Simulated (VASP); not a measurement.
# SrVO3 (Pm-3m) in VASP: notebook

The runs below take SrVO3 through single point, with PBE+U.

All numbers are computed with VASP 6.6.1; they aren't measurements. Logs are shortened: lines on timing, memory, paths and dates and some standing lists are left out, and cuts for length are marked.

**1. The cell of the first run**

Symmetry: Pm-3m, No. 221, cubic system. The conventional cell has a = 3.754 Å, b = 3.754 Å, c = 3.754 Å, α = 90.00°, β = 90.00°, γ = 90.00°. Within 3.5 Å of Sr (site symmetry m-3m) lie 12 O at 2.65 Å and 8 V at 3.25 Å. V (site symmetry m-3m) has 6 O at 1.88 Å within 2.5 Å. Within 2.5 Å of O (site symmetry 4/mmm) lie 2 V at 1.88 Å.

**2. Single point, PBE+U, collinear spin, ferromagnetic start**

The input, INCAR:

```
ALGO     = Normal         # electronic algorithm
EDIFF    = 1E-7           # SCF threshold, eV
ENCUT    = 520            # plane-wave cutoff, eV
GGA      = PE             # functional
ISIF     = 2              # what is computed and relaxed
ISMEAR   = 0              # smearing method
ISPIN    = 2              # spin polarisation
LASPH    = T              # aspherical terms in the spheres
LCHARG   = F              # write CHGCAR
LDAU     = T              # DFT+U
LDAUJ    = 0 0 0        
LDAUL    = -1 2 -1        # shell
LDAUPRINT= 1            
LDAUTYPE = 2            
LDAUU    = 0 3.25 0       # U, eV
LMAXMIX  = 4              # l up to which the mixer works
LORBIT   = 11             # projections on sites
LREAL    = F              # projectors in reciprocal space
LWAVE    = F              # write WAVECAR
MAGMOM   = 0 1 0 0 0      # initial moments
NBANDS   = 32             # bands
NELM     = 150            # most SCF steps
PREC     = Accurate       # precision mode
SIGMA    = 0.1            # smearing width, eV
```

The input, KPOINTS:

```
k-points
0
Gamma
  6 6 6
```

The input, POSCAR:

```
SrVO3
1.0
    3.7538000000      0.0000000000      0.0000000000
    0.0000000000      3.7538000000      0.0000000000
    0.0000000000      0.0000000000      3.7538000000
Sr V O
1 1 3
Direct
    0.0000000000      0.0000000000      0.0000000000
    0.5000000000      0.5000000000      0.5000000000
    0.5000000000      0.5000000000      0.0000000000
    0.5000000000      0.0000000000      0.5000000000
    0.0000000000      0.5000000000      0.5000000000
```

Potentials or basis: VASP PAW PBE potentials, release 64 (Sr_sv, V_sv, O).

Launch:

```bash
$ cat potpaw_PBE.64/Sr_sv/POTCAR potpaw_PBE.64/V_sv/POTCAR potpaw_PBE.64/O/POTCAR > POTCAR
$ mpirun -np 1 vasp_std > vasp.out
```

OUTCAR:

```text
EDIFF = 1E-7
   ENCUT = 520
   GGA = PE
   ISIF = 2
   ISMEAR = 0
   ISPIN = 2
   LASPH = T
   LORBIT = 11
   LREAL = F
   NELM = 150
   PREC = Accurate

 ion  position               nearest neighbor table
   1  0.000  0.000  0.000-   3 2.65   4 2.65   5 2.65   4 2.65   5 2.65   3 2.65   5 2.65   5 2.65
                             3 2.65   4 2.65   4 2.65   3 2.65   2 3.25   2 3.25   2 3.25   2 3.25
   2  0.500  0.500  0.500-   3 1.88   4 1.88   5 1.88   3 1.88   4 1.88   5 1.88   1 3.25   1 3.25
                             1 3.25   1 3.25   1 3.25   1 3.25   1 3.25   1 3.25
   3  0.500  0.500  0.000-   2 1.88   2 1.88   1 2.65   1 2.65   1 2.65   1 2.65
   4  0.500  0.000  0.500-   2 1.88   2 1.88   1 2.65   1 2.65   1 2.65   1 2.65
   5  0.000  0.500  0.500-   2 1.88   2 1.88   1 2.65   1 2.65   1 2.65   1 2.65

  LATTYP: Found a simple cubic cell.
 ALAT       =     3.7538000000

  Lattice vectors:

 A1 = (   3.7538000000,   0.0000000000,   0.0000000000)
 A2 = (   0.0000000000,   3.7538000000,   0.0000000000)
 A3 = (   0.0000000000,   0.0000000000,   3.7538000000)

Analysis of symmetry for initial positions (statically):
=====================================================================
 Subroutine PRICEL returns:
 Original cell was already a primitive cell.

 Routine SETGRP: Setting up the symmetry group for a
 simple cubic supercell.

 Subroutine GETGRP returns: Found 48 space group operations
 (whereof 48 operations were pure point group operations)
 out of a pool of 48 trial point group operations.

The static configuration has the point symmetry O_h .

Analysis of symmetry for dynamics (positions and initial velocities):
=====================================================================
 Subroutine PRICEL returns:
 Original cell was already a primitive cell.

 Routine SETGRP: Setting up the symmetry group for a
 simple cubic supercell.

 Subroutine GETGRP returns: Found 48 space group operations
 (whereof 48 operations were pure point group operations)
 out of a pool of 48 trial point group operations.

The dynamic configuration has the point symmetry O_h .

Analysis of structural, dynamic, and magnetic symmetry:
=====================================================================
 Subroutine PRICEL returns:
 Original cell was already a primitive cell.

 Routine SETGRP: Setting up the symmetry group for a
 simple cubic supercell.

 Subroutine GETGRP returns: Found 48 space group operations
 (whereof 48 operations were pure point group operations)
 out of a pool of 48 trial point group operations.

The overall configuration has the point symmetry O_h .

 Subroutine INISYM returns: Found 48 space group operations
 (whereof 48 operations are pure point group operations),
 and found     1 'primitive' translations

----------------------------------------------------------------------------------------

                                     Primitive cell

  volume of cell :      52.8949

  direct lattice vectors                    reciprocal lattice vectors
     3.753800000  0.000000000  0.000000000     0.266396718  0.000000000  0.000000000
     0.000000000  3.753800000  0.000000000     0.000000000  0.266396718  0.000000000
     0.000000000  0.000000000  3.753800000     0.000000000  0.000000000  0.266396718

  length of vectors
     3.753800000  3.753800000  3.753800000     0.266396718  0.266396718  0.266396718

  position of ions in fractional coordinates (direct lattice)
     0.000000000  0.000000000  0.000000000
     0.500000000  0.500000000  0.500000000
     0.500000000  0.500000000  0.000000000
     0.500000000  0.000000000  0.500000000
     0.000000000  0.500000000  0.500000000

  ion indices of the primitive-cell ions
   primitive index   ion index
                 1           1
                 2           2
                 3           3
                 4           4
                 5           5

----------------------------------------------------------------------------------------

 KPOINTS: k-points

Automatic generation of k-mesh.
 Grid dimensions read from file:
 generate k-points for:    6    6    6

 Generating k-lattice:

[... 55 lines left out ...]
   NELM   =    150;   NELMIN=  2; NELMDL= -5     # of ELM steps
   EDIFF  = 0.1E-06   stopping-criterion for ELM
   LREAL  =      F    real-space projection
   EDIFFG = 0.1E-05   stopping-criterion for IOM
   NSW    =      0    number of steps for IOM
   IBRION =     -1    ionic relax: 0-MD 1-quasi-New 2-CG
   NFREE  =      0    steps in history (QN), initial steepest desc. (CG)
   ISIF   =      2    stress and relaxation
   ISYM   =      2    0-nonsym 1-usesym 2-fastsym
   POTIM  = 0.5000    time-step for ionic-motion
   TEBEG  =    0.0;   TEEND  =   0.0 temperature during run
   PSTRESS=    0.0 pullay stress
   NELECT =      41.0000    total number of electrons
   NUPDOWN=      -1.0000    fix difference up-down
   EMIN   =  10.00;   EMAX   =-10.00  energy-range for DOS
   EFERMI =   0.00;   METHOD = LEGACY
   ISMEAR =     0;   SIGMA  =   0.10  broadening in eV -4-tet -1-fermi 0-gaus
   EFERMI_NEDOS =   21; number of points for ismear=-14 and -15
   IALGO  =     38    algorithm
   IMIX   =      4    mixing-type and parameters
     AMIX     =   0.40;   BMIX     =  1.00
     AMIX_MAG =   1.60;   BMIX_MAG =  1.00
  volume/ion in A,a.u.               =      10.58        71.39
  Fermi-wavevector in a.u.,A,eV,Ry     =   1.503829  2.841824 30.769579  2.261500
  Thomas-Fermi vector in A             =   2.614888
   LORBIT       =     11    0 simple, 1 ext, 2 COOP (PROOUT), +10 PAW based schemes
 LDA+U is selected, type is set to LDAUTYPE =  2
   angular momentum for each species LDAUL =    -1    2   -1
   U (eV)           for each species LDAUU =   0.0  3.2  0.0
   J (eV)           for each species LDAUJ =   0.0  0.0  0.0
   GGA     = PE    functional components
   LHFCALC =     F    Hartree Fock is set to
   AEXX    =    0.0000 exact exchange contribution
   IVDW    =     0    specifies the selected vdW correction
   LEPSILON=     F    determine dielectric tensor
   LRPA    =     F    only Hartree local field effects (RPA)
 spin polarized calculation
 Gauss-broadening in eV      SIGMA  =   0.10
  energy-cutoff  :      520.00
  volume of cell :       52.89
 maximum number of plane-waves:      1452
 NGX is ok and might be reduce to    28
   NGX = 13   NGY = 13   NGZ = 13

atom =   2  type =  2  l = 2

 onsite density matrix

spin component  1

  0.4535  0.0000  0.0000 -0.0000  0.0000
  0.0000  0.4535 -0.0000  0.0000 -0.0000
  0.0000 -0.0000  0.3348 -0.0000  0.0000
 -0.0000  0.0000 -0.0000  0.4535 -0.0000
  0.0000 -0.0000  0.0000 -0.0000  0.3348

spin component  2

  0.1170  0.0000  0.0000 -0.0000 -0.0000
  0.0000  0.1170 -0.0000 -0.0000  0.0000
  0.0000 -0.0000  0.3127 -0.0000  0.0000
 -0.0000 -0.0000 -0.0000  0.1170 -0.0000
 -0.0000  0.0000  0.0000 -0.0000  0.3127

 occupancies and eigenvectors

  o =  0.1170  v =  0.0000  0.0000  0.0000  0.0000  0.0000  0.0000  0.9917  0.0000 -0.1282 -0.0000      0.0000  0.0000  0.0000  0.0000  0.0000  0.0000  0.0000  0.0000  0.0000  0.0000
  o =  0.1170  v =  0.0000  0.0000  0.0000  0.0000  0.0000  0.0000  0.1282 -0.0000  0.9917  0.0000      0.0000  0.0000  0.0000  0.0000  0.0000  0.0000  0.0000  0.0000  0.0000  0.0000
  o =  0.1170  v =  0.0000  0.0000  0.0000  0.0000  0.0000  1.0000  0.0000  0.0000  0.0000  0.0000      0.0000  0.0000  0.0000  0.0000  0.0000  0.0000  0.0000  0.0000  0.0000  0.0000
  o =  0.3127  v =  0.0000  0.0000  0.0000  0.0000  0.0000  0.0000 -0.0000 -0.0247  0.0000 -0.9997      0.0000  0.0000  0.0000  0.0000  0.0000  0.0000  0.0000  0.0000  0.0000  0.0000
  o =  0.3127  v =  0.0000  0.0000  0.0000  0.0000  0.0000  0.0000  0.0000 -0.9997 -0.0000  0.0247      0.0000  0.0000  0.0000  0.0000  0.0000  0.0000  0.0000  0.0000  0.0000  0.0000
  o =  0.3348  v =  0.0000  0.0000  0.0206 -0.0000 -0.9998  0.0000  0.0000  0.0000  0.0000  0.0000      0.0000  0.0000  0.0000  0.0000  0.0000  0.0000  0.0000  0.0000  0.0000  0.0000
  o =  0.3348  v =  0.0000  0.0000 -0.9998 -0.0000 -0.0206  0.0000  0.0000  0.0000  0.0000  0.0000      0.0000  0.0000  0.0000  0.0000  0.0000  0.0000  0.0000  0.0000  0.0000  0.0000
  o =  0.4535  v =  0.0000 -0.3700  0.0000 -0.9290  0.0000  0.0000  0.0000  0.0000  0.0000  0.0000      0.0000  0.0000  0.0000  0.0000  0.0000  0.0000  0.0000  0.0000  0.0000  0.0000
  o =  0.4535  v =  0.0000 -0.9290 -0.0000  0.3700 -0.0000  0.0000  0.0000  0.0000  0.0000  0.0000      0.0000  0.0000  0.0000  0.0000  0.0000  0.0000  0.0000  0.0000  0.0000  0.0000
  o =  0.4535  v =  1.0000  0.0000  0.0000  0.0000  0.0000  0.0000  0.0000  0.0000  0.0000  0.0000      0.0000  0.0000  0.0000  0.0000  0.0000  0.0000  0.0000  0.0000  0.0000  0.0000

 number of electron      40.9999967 magnetization       0.9999617

 Free energy of the ion-electron system (eV)
  ---------------------------------------------------
  ext. energy  EPLUGINS =         0.00000000
  ---------------------------------------------------
  free energy    TOTEN  =       -35.68541775 eV

  energy without entropy =      -35.66769277  energy(sigma->0) =      -35.67655526

 E-fermi :   7.1350     XC(G=0): -11.9503

 val. band max:        7.1242656761   @ k =   0.5000   0.3333   0.0000
 cond. band min:       7.1567182537   @ k =   0.3333   0.1667   0.0000
 fundamental gap:      0.0324525776
 Fermi energy:         7.1349557306

 spin component 1

 k-point     1 :       0.0000    0.0000    0.0000
  band No.  band energies     occupation
      1     -59.6720      1.00000
      2     -33.5241      1.00000
      3     -33.5241      1.00000
      4     -33.5241      1.00000
      5     -27.3749      1.00000
      6     -13.0677      1.00000
[... 689 lines left out ...]
     31      16.3580      0.00000
     32      20.8703      0.00000
 Fermi energy:         7.1349557306

 spin component 2

 k-point     1 :       0.0000    0.0000    0.0000
  band No.  band energies     occupation
      1     -58.5569      1.00000
      2     -32.4268      1.00000
      3     -32.4268      1.00000
      4     -32.4268      1.00000
      5     -27.3761      1.00000
      6     -13.0870      1.00000
[... 689 lines left out ...]
     31      16.4203      0.00000
     32      20.8414      0.00000

------------------------ aborting loop because EDIFF is reached ----------------------------------------

  FORCE on cell =-STRESS in cart. coord.  units (eV):
  Direction    XX          YY          ZZ          XY          YZ          ZX
  --------------------------------------------------------------------------------------
  -------------------------------------------------------------------------------------
  Total        8.1754125      8.1754125      8.1754125      0.0000000      0.0000000     -0.0000000
  in kB      247.6320568    247.6320568    247.6320568      0.0000000      0.0000000     -0.0000000
  external PRESSURE =     247.6320568 kB  Pullay stress =       0.0000000 kB

 VOLUME and BASIS-vectors are now :
 -----------------------------------------------------------------------------
  energy-cutoff  :      520.00
  volume of cell :       52.89
      direct lattice vectors                 reciprocal lattice vectors
     3.753800000  0.000000000  0.000000000     0.266396718  0.000000000  0.000000000
     0.000000000  3.753800000  0.000000000     0.000000000  0.266396718  0.000000000
     0.000000000  0.000000000  3.753800000     0.000000000  0.000000000  0.266396718

 POSITION                                       TOTAL-FORCE (eV/Angst)
 -----------------------------------------------------------------------------------
      0.00000      0.00000      0.00000         0.000000      0.000000      0.000000
      1.87690      1.87690      1.87690         0.000000      0.000000      0.000000
      1.87690      1.87690      0.00000         0.000000      0.000000      0.000000
      1.87690      0.00000      1.87690         0.000000      0.000000      0.000000
      0.00000      1.87690      1.87690         0.000000      0.000000      0.000000
 -----------------------------------------------------------------------------------
    total drift:                                0.000000      0.000000      0.000000

  FREE ENERGIE OF THE ION-ELECTRON SYSTEM (eV)
  ---------------------------------------------------
  free  energy   TOTEN  =       -35.6854177520 eV

  energy  without entropy=      -35.6676927662  energy(sigma->0) =      -35.67655526

 total charge

# of ion       s       p       d       tot
------------------------------------------
    1        2.004   5.819   0.255   8.078
    2        2.319   6.417   2.966  11.702
    3        1.567   3.538   0.000   5.105
    4        1.567   3.538   0.000   5.105
    5        1.567   3.538   0.000   5.105
--------------------------------------------------
tot          9.026  22.849   3.221  35.095

 magnetization (x)

# of ion       s       p       d       tot
------------------------------------------
    1       -0.000  -0.002   0.003   0.000
    2        0.008   0.011   1.050   1.069
    3       -0.002  -0.040   0.000  -0.042
    4       -0.002  -0.040   0.000  -0.042
    5       -0.002  -0.040   0.000  -0.042
--------------------------------------------------
tot          0.003  -0.112   1.053   0.944
```

Run time: 2.2 min. Hardware: 1 thread of AMD EPYC 7R43 (Zen 3), shared host; peak memory 0.17 GiB.

Results:

```yaml
Free_energy: -35.6854 eV
Pressure: 24.8 GPa
Band_gap_on_the_k_mesh: zero (filled and empty bands overlap)
Net_moment: 1.00 μB per cell
Site_moments: Sr +0.00; V +1.07; O -0.04 μB
Valence_electrons_inside_the_program's_atomic_spheres: Sr 8.08; V 11.70; O 5.11
```

Levels at points of the mesh, in eV from the Fermi level:
Spin up:
```tsv
k point	band 18	band 19	band 20	band 21	band 22	band 23	band 24	band 25
(0.00, 0.00, 0.00)	-2.50	-2.50	-2.50	-1.85	-1.85	-1.85	1.36	1.36
(0.50, 0.00, 0.00)	-4.46	-3.01	-3.01	-1.73	0.46	0.46	1.39	3.90
(0.50, 0.50, 0.00)	-3.80	-3.80	-2.21	0.40	0.40	0.72	2.51	5.94
(0.50, 0.50, 0.50)	-2.10	-2.10	-2.10	1.03	1.03	1.03	5.32	5.32
```
Spin down:
```csv
k point,band 18,band 19,band 20,band 21,band 22,band 23
"(0.00, 0.00, 0.00)",-2.56,-2.56,-2.56,0.27,0.27,0.27
"(0.50, 0.00, 0.00)",-4.51,-3.05,-3.05,0.49,2.03,2.30
"(0.50, 0.50, 0.00)",-3.84,-3.84,-2.29,2.31,2.31,2.75
"(0.50, 0.50, 0.50)",-2.18,-2.18,-2.18,3.03,3.03,3.03
```

Eigenvalues of the final occupation matrices:
```tsv
site	spin	trace	eigenvalues
site 2 d	1	2.03	0.33 0.33 0.45 0.45 0.45
site 2 d	2	0.98	0.12 0.12 0.12 0.31 0.31
```

Caveat: the cell stands under pressure.

**3. Single point, PBE+U, collinear spin, ferromagnetic start**

The input, INCAR:

```
SYSTEM = SrVO3
PREC     = Accurate       ! precision mode
ENCUT    = 520            ! plane-wave cutoff, eV
EDIFF    = 1E-6           ! SCF threshold, eV
ISMEAR   = 0              ! smearing method
SIGMA    = 0.1            ! smearing width, eV
LREAL    = .FALSE.        ! projectors in reciprocal space
LASPH    = .TRUE.         ! aspherical terms in the spheres
NELM     = 150            ! most SCF steps
ALGO     = Normal         ! electronic algorithm
ISIF     = 2              ! what is computed and relaxed
LWAVE    = .FALSE.        ! write WAVECAR
LCHARG   = .FALSE.        ! write CHGCAR
ISPIN    = 2              ! spin polarisation
MAGMOM   = 0 0.95 -0.07 -0.06 -0.06 ! initial moments
LORBIT   = 11             ! projections on sites
LMAXMIX  = 4              ! l up to which the mixer works
LDAU     = .TRUE.         ! DFT+U
LDAUTYPE = 2            
LDAUL    = -1 2 -1        ! shell
LDAUU    = 0 3.25 0       ! U, eV
LDAUJ    = 0 0 0        
LDAUPRINT= 1            
GGA      = PE             ! functional
NBANDS   = 32             ! bands
```

The input, KPOINTS:

```
Automatic mesh
0
G
  6 6 6
  0 0 0
```

POSCAR is that of step 2.

Potentials or basis: VASP PAW PBE potentials, release 64 (Sr_sv, V_sv, O).

Launch:

```bash
$ cat potpaw_PBE.64/Sr_sv/POTCAR potpaw_PBE.64/V_sv/POTCAR potpaw_PBE.64/O/POTCAR > POTCAR
$ mpirun -np 1 vasp_std > vasp.out
```

It took 3.7 min on 1 thread of AMD EPYC 7R43 (Zen 3), shared host; peak memory 0.21 GiB.

It converged, with:

```yaml
Free_energy: -35.6854 eV
Pressure: 24.7 GPa
Band_gap_on_the_k_mesh: zero (filled and empty bands overlap)
Net_moment: 1.00 μB per cell
Site_moments: Sr +0.00; V +1.07; O -0.04 μB
Valence_electrons_inside_the_program's_atomic_spheres: Sr 8.08; V 11.70; O 5.11
```

Levels at points of the mesh, in eV from the Fermi level:
Spin up:
| k point | band 17 | band 18 | band 19 | band 20 | band 21 | band 22 | band 23 | band 24 | band 25 | band 26 |
| --- | --- | --- | --- | --- | --- | --- | --- | --- | --- | --- |
| (0.00, 0.00, 0.00) | -3.47 | -2.50 | -2.50 | -2.50 | -1.85 | -1.85 | -1.85 | 1.36 | 1.36 | 3.48 |
| (0.50, 0.00, 0.00) | -4.84 | -4.46 | -3.01 | -3.01 | -1.73 | 0.46 | 0.46 | 1.39 | 3.90 | 5.69 |
| (0.00, 0.00, 0.50) | -4.84 | -4.46 | -3.01 | -3.01 | -1.73 | 0.46 | 0.46 | 1.39 | 3.90 | 5.69 |
| (0.50, 0.50, 0.00) | -4.33 | -3.80 | -3.80 | -2.21 | 0.40 | 0.40 | 0.72 | 2.51 | 5.94 | 6.42 |
| (0.00, 0.50, 0.50) | -4.33 | -3.80 | -3.80 | -2.21 | 0.40 | 0.40 | 0.72 | 2.51 | 5.94 | 6.42 |
| (0.50, 0.50, 0.50) | -6.39 | -2.10 | -2.10 | -2.10 | 1.03 | 1.03 | 1.03 | 5.31 | 5.31 | 5.31 |
Spin down:
```csv
k point,band 18,band 19,band 20,band 21,band 22,band 23
"(0.00, 0.00, 0.00)",-2.56,-2.56,-2.56,0.27,0.27,0.27
"(0.50, 0.00, 0.00)",-4.51,-3.05,-3.05,0.49,2.03,2.30
"(0.00, 0.00, 0.50)",-4.51,-3.05,-3.05,0.49,2.03,2.30
"(0.50, 0.50, 0.00)",-3.84,-3.84,-2.29,2.31,2.31,2.75
"(0.00, 0.50, 0.50)",-3.84,-3.84,-2.29,2.31,2.31,2.75
"(0.50, 0.50, 0.50)",-2.18,-2.18,-2.18,3.03,3.03,3.03
```

Eigenvalues of the final occupation matrices:
| site | spin | trace | eigenvalues |
| --- | --- | --- | --- |
| site 2 d | 1 | 2.03 | 0.33 0.33 0.45 0.45 0.45 |
| site 2 d | 2 | 0.98 | 0.12 0.12 0.12 0.31 0.31 |

Caveat: the cell stands under pressure. The state reached can hang on the start; a lower one may exist.
